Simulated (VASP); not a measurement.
# Sn (Im-3m) in VASP: further runs, part 2 of 2

VASP 6.6.1. The steps go on from the part before.

## 3. Single point, PBE, non-collinear spin, zero start, spin-orbit coupling (volume scaled by 1.05)

Input file INCAR:

```
ALGO = Normal
EDIFF = 1E-6
ENCUT = 520
GGA = PE
GGA_COMPAT = False
ISIF = 2
ISMEAR = 0
LASPH = True
LCHARG = True
LORBIT = 11
LORBMOM = True
LREAL = False
LSORBIT = True
LVHAR = True
LWAVE = False
MAGMOM = 0 0 0
NBANDS = 25
NELM = 150
PREC = Accurate
SIGMA = 0.05
```

Input file KPOINTS:

```
k-points
0
Gamma
  8 8 8
```

Input file POSCAR:

```
Sn
1.0
   -1.9320999400      1.9320999400      1.9320999400
    1.9320999400     -1.9320999400      1.9320999400
    1.9320999400      1.9320999400     -1.9320999400
Sn
1
Direct
    0.0000000000      0.0000000000      0.0000000000
```

Potentials or basis: VASP PAW PBE potentials, release 64 (Sn_d).

On the command line:

```sh
> cat potpaw_PBE.64/Sn_d/POTCAR > POTCAR
> mpirun -np 1 vasp_ncl > vasp.out
```

OUTCAR:

```text
EDIFF = 1E-6
   ENCUT = 520
   GGA = PE
   ISIF = 2
   ISMEAR = 0
   LASPH = True
   LORBIT = 11
   LREAL = False
   LSORBIT = True
   NELM = 150
   PREC = Accurate

 ion  position               nearest neighbor table
   1  0.000  0.000  0.000-

  LATTYP: Found a body centered cubic cell.
 ALAT       =     3.8641998800

  Lattice vectors:

 A1 = (  -1.9320999400,   1.9320999400,   1.9320999400)
 A2 = (   1.9320999400,  -1.9320999400,   1.9320999400)
 A3 = (   1.9320999400,   1.9320999400,  -1.9320999400)

Analysis of symmetry for initial positions (statically):
=====================================================================
 Subroutine PRICEL returns:
 Original cell was already a primitive cell.

 Routine SETGRP: Setting up the symmetry group for a
 body centered cubic supercell.

 Subroutine GETGRP returns: Found 48 space group operations
 (whereof 48 operations were pure point group operations)
 out of a pool of 48 trial point group operations.

The static configuration has the point symmetry O_h .

Analysis of symmetry for dynamics (positions and initial velocities):
=====================================================================
 Subroutine PRICEL returns:
 Original cell was already a primitive cell.

 Routine SETGRP: Setting up the symmetry group for a
 body centered cubic supercell.

 Subroutine GETGRP returns: Found 48 space group operations
 (whereof 48 operations were pure point group operations)
 out of a pool of 48 trial point group operations.

The dynamic configuration has the point symmetry O_h .

Analysis of structural, dynamic, and magnetic symmetry:
=====================================================================
 Subroutine PRICEL returns:
 Original cell was already a primitive cell.

 Routine SETGRP: Setting up the symmetry group for a
 body centered cubic supercell.

 Subroutine GETGRP returns: Found 48 space group operations
 (whereof 48 operations were pure point group operations)
 out of a pool of 48 trial point group operations.

The overall configuration has the point symmetry O_h .

 Subroutine INISYM returns: Found 48 space group operations
 (whereof 48 operations are pure point group operations),
 and found     1 'primitive' translations

----------------------------------------------------------------------------------------

                                     Primitive cell

  volume of cell :      28.8502

  direct lattice vectors                    reciprocal lattice vectors
    -1.932099940  1.932099940  1.932099940     0.000000000  0.258785785  0.258785785
     1.932099940 -1.932099940  1.932099940     0.258785785  0.000000000  0.258785785
     1.932099940  1.932099940 -1.932099940     0.258785785  0.258785785  0.000000000

  length of vectors
     3.346495261  3.346495261  3.346495261     0.365978367  0.365978367  0.365978367

  position of ions in fractional coordinates (direct lattice)
     0.000000000  0.000000000  0.000000000

  ion indices of the primitive-cell ions
   primitive index   ion index
                 1           1

----------------------------------------------------------------------------------------

 KPOINTS: k-points

[... 88 lines left out ...]
  volume/ion in A,a.u.               =      28.85       194.69
  Fermi-wavevector in a.u.,A,eV,Ry     =   1.286475  2.431085 22.517876  1.655017
  Thomas-Fermi vector in A             =   2.418547
   LORBIT       =     11    0 simple, 1 ext, 2 COOP (PROOUT), +10 PAW based schemes
   GGA     = PE    functional components
   LHFCALC =     F    Hartree Fock is set to
   AEXX    =    0.0000 exact exchange contribution
   IVDW    =     0    specifies the selected vdW correction
   LEPSILON=     F    determine dielectric tensor
   LRPA    =     F    only Hartree local field effects (RPA)
 Gauss-broadening in eV      SIGMA  =   0.05
  energy-cutoff  :      520.00
  volume of cell :       28.85
 maximum number of plane-waves:      1596
 NGX is ok and might be reduce to    28
   NGX = 13   NGY = 13   NGZ = 13

 number of electron      14.0000005 magnetization      -0.0000000     -0.0000000     -0.0000000

 number of electron      14.0000005 magnetization       0.0000000      0.0000000      0.0000000

 Free energy of the ion-electron system (eV)
  ---------------------------------------------------
  ext. energy  EPLUGINS =         0.00000000
  ---------------------------------------------------
  free energy    TOTEN  =        -3.81141439 eV

  energy without entropy =       -3.80949439  energy(sigma->0) =       -3.81045439

 E-fermi :   7.3024     XC(G=0): -10.0852

 val. band max:        7.2892080619   @ k =  -0.3750   0.3750   0.3750
 cond. band min:       7.3245271970   @ k =   0.2500   0.2500   0.0000
 fundamental gap:      0.0353191351
 Fermi energy:         7.3024112533

 k-point     1 :       0.0000    0.0000    0.0000
  band No.  band energies     occupation
      1     -14.6902      1.00000
      2     -14.6902      1.00000
      3     -14.6902      1.00000
      4     -14.6902      1.00000
      5     -13.7023      1.00000
      6     -13.7023      1.00000
[... 661 lines left out ...]
     24      20.2234      0.00000
     25      20.8585      0.00000

 [... further k-points ...]
[... 5 lines left out ...]
  --------------------------------------------------------------------------------------
  -------------------------------------------------------------------------------------
  Total       -0.1724968     -0.1724968     -0.1724968     -0.0000000      0.0000000      0.0000000
  in kB       -9.5794998     -9.5794998     -9.5794998     -0.0000000      0.0000000      0.0000000
  external PRESSURE =      -9.5794998 kB  Pullay stress =       0.0000000 kB

 VOLUME and BASIS-vectors are now :
 -----------------------------------------------------------------------------
  energy-cutoff  :      520.00
  volume of cell :       28.85
      direct lattice vectors                 reciprocal lattice vectors
    -1.932099940  1.932099940  1.932099940     0.000000000  0.258785785  0.258785785
     1.932099940 -1.932099940  1.932099940     0.258785785  0.000000000  0.258785785
     1.932099940  1.932099940 -1.932099940     0.258785785  0.258785785  0.000000000

 POSITION                                       TOTAL-FORCE (eV/Angst)
 -----------------------------------------------------------------------------------
      0.00000      0.00000      0.00000        -0.000000     -0.000000     -0.000000
 -----------------------------------------------------------------------------------
    total drift:                               -0.000000     -0.000000     -0.000000

  FREE ENERGIE OF THE ION-ELECTRON SYSTEM (eV)
  ---------------------------------------------------
  free  energy   TOTEN  =        -3.8114143948 eV

  energy  without entropy=       -3.8094943862  energy(sigma->0) =       -3.81045439

 orbital moment (x)

 # of ion     p       d       tot
 ----------------------------------------
  1         0.000   0.000   0.000
 ----------------------------------------
            0.000   0.000   0.000

 orbital moment (y)

 # of ion     p       d       tot
 ----------------------------------------
  1        -0.000  -0.000  -0.000
 ----------------------------------------
           -0.000  -0.000  -0.000

 orbital moment (z)

 # of ion     p       d       tot
 ----------------------------------------
  1         0.000   0.000   0.000
 ----------------------------------------
            0.000   0.000   0.000

 Spin-Orbit-Coupling matrix elements

 Ion:    1  E_soc:     -0.1151666
 l=   1
     0.0000000    -0.0130670    -0.0130670
    -0.0130670     0.0000000    -0.0130670
    -0.0130670    -0.0130670     0.0000000
 l=   2
     0.0000000    -0.0012277     0.0000000    -0.0012277    -0.0048997
    -0.0012277     0.0000000    -0.0036748    -0.0012277    -0.0012249
     0.0000000    -0.0036748     0.0000000    -0.0036748     0.0000000
    -0.0012277    -0.0012277    -0.0036748     0.0000000    -0.0012249
    -0.0048997    -0.0012249     0.0000000    -0.0012249     0.0000000
 l=   3
     0.0000000     0.0000000     0.0000000     0.0000000     0.0000000     0.0000000     0.0000000
     0.0000000     0.0000000     0.0000000     0.0000000     0.0000000     0.0000000     0.0000000
     0.0000000     0.0000000     0.0000000     0.0000000     0.0000000     0.0000000     0.0000000
     0.0000000     0.0000000     0.0000000     0.0000000     0.0000000     0.0000000     0.0000000
     0.0000000     0.0000000     0.0000000     0.0000000     0.0000000     0.0000000     0.0000000
     0.0000000     0.0000000     0.0000000     0.0000000     0.0000000     0.0000000     0.0000000
     0.0000000     0.0000000     0.0000000     0.0000000     0.0000000     0.0000000     0.0000000

 total charge

# of ion       s       p       d       tot
------------------------------------------
    1        1.308   0.851   9.963  12.121

 magnetization (x)

# of ion       s       p       d       tot
------------------------------------------
    1        0.000   0.000   0.000   0.000

 magnetization (y)

# of ion       s       p       d       tot
------------------------------------------
    1       -0.000   0.000   0.000  -0.000

 magnetization (z)

# of ion       s       p       d       tot
------------------------------------------
    1        0.000   0.000  -0.000  -0.000
```

OSZICAR:

```text
N       E                     dE             d eps       ncg     rms          rms(c)
DAV:   1     0.114605561602E+03    0.11461E+03   -0.67552E+03  1541   0.168E+03
DAV:   2     0.955658791577E+01   -0.10505E+03   -0.10166E+03  1498   0.419E+02
DAV:   3    -0.338672848475E+01   -0.12943E+02   -0.12846E+02  1669   0.122E+02
DAV:   4    -0.380587085327E+01   -0.41914E+00   -0.41846E+00  1765   0.239E+01
DAV:   5    -0.382125494665E+01   -0.15384E-01   -0.15383E-01  2163   0.433E+00    0.124E+00
DAV:   6    -0.381377472270E+01    0.74802E-02   -0.97673E-03  1943   0.167E+00    0.700E-01
DAV:   7    -0.381158031343E+01    0.21944E-02   -0.35018E-03  1963   0.925E-01    0.446E-01
DAV:   8    -0.381144327854E+01    0.13703E-03   -0.30403E-04  2211   0.188E-01    0.547E-02
DAV:   9    -0.381141209962E+01    0.31179E-04   -0.12096E-04  1814   0.200E-01    0.131E-02
DAV:  10    -0.381141464802E+01   -0.25484E-05   -0.28325E-06  1687   0.197E-02    0.405E-03
DAV:  11    -0.381141439479E+01    0.25323E-06   -0.10240E-07  1125   0.414E-03
   1 F= -.38114144E+01 E0= -.38104544E+01  d E =-.192001E-02  mag=    -0.0000    -0.0000    -0.0000
```

Run time: 30 s. Hardware: 1 thread of Intel Xeon 6975P-C (Granite Rapids), shared host; peak memory 0.24 GiB.

Results:

```
Free energy                                           : -3.8114 eV
Pressure                                              : -1.0 GPa
Net moment                                            : 0.00 μB per cell
Valence electrons inside the program's atomic spheres : Sn 12.12
```

Moments on the atoms (μB; x, y, z):
```
Sn  0.00 0.00 0.00
```

## 4. Single point, PBE, non-collinear spin, zero start, spin-orbit coupling

Input file INCAR:

```
PREC = Accurate ; ENCUT = 520
EDIFF = 1E-7 ; ISMEAR = 0
SIGMA = 0.05 ; LREAL = F
LASPH = T ; NELM = 150
ALGO = Normal ; ISIF = 2
LWAVE = F ; LCHARG = F
MAGMOM = 0 0 0 ; LORBIT = 11
LSORBIT = T ; GGA_COMPAT = F
LORBMOM = T ; GGA = PE
NBANDS = 25
```

Input file KPOINTS:

```
regular mesh
0
Gamma
  10 10 10
```

Input file POSCAR:

```
Sn
1.0
   -1.9009315874      1.9009315874      1.9009315874
    1.9009315874     -1.9009315874      1.9009315874
    1.9009315874      1.9009315874     -1.9009315874
Sn
1
Direct
    0.0000000000      0.0000000000      0.0000000000
```

On the command line:

```sh
> cat potpaw_PBE.64/Sn_d/POTCAR > POTCAR
> mpirun -np 1 vasp_ncl > vasp.out
```

Run time: 22 s. Hardware: 1 thread of Intel Xeon 6975P-C (Granite Rapids), shared host; peak memory 0.22 GiB.

Results (log left out):

| Property | Result |
| --- | --- |
| Free energy | -3.8166 eV |
| Pressure | 0.0 GPa |
| Net moment | 0.00 μB per cell |
| Valence electrons inside the program's atomic spheres | Sn 12.14 |

Moments on the atoms (μB; x, y, z):
```
Sn  0.00 0.00 0.00
```

## 5. Overview

```csv
cell,k mesh,pressure (GPa),moment (μB)
"a = 3.293 Å, angles 109.5°, 1 atom",8 × 8 × 8,0.8,0.00
"a = 3.346 Å, angles 109.5°, 1 atom",8 × 8 × 8,-1.0,0.00
"a = 3.293 Å, angles 109.5°, 1 atom",10 × 10 × 10,0.0,0.00
```

Alike in all rows: task single point; level PBE; potentials or basis VASP PAW PBE potentials, release 64 (Sn_d); spin non-collinear, zero start, SOC; cutoff (eV) 520; smearing gaussian 0.05 eV.

Total energies depend on the potentials used, so only differences within one code and one set of settings carry meaning.
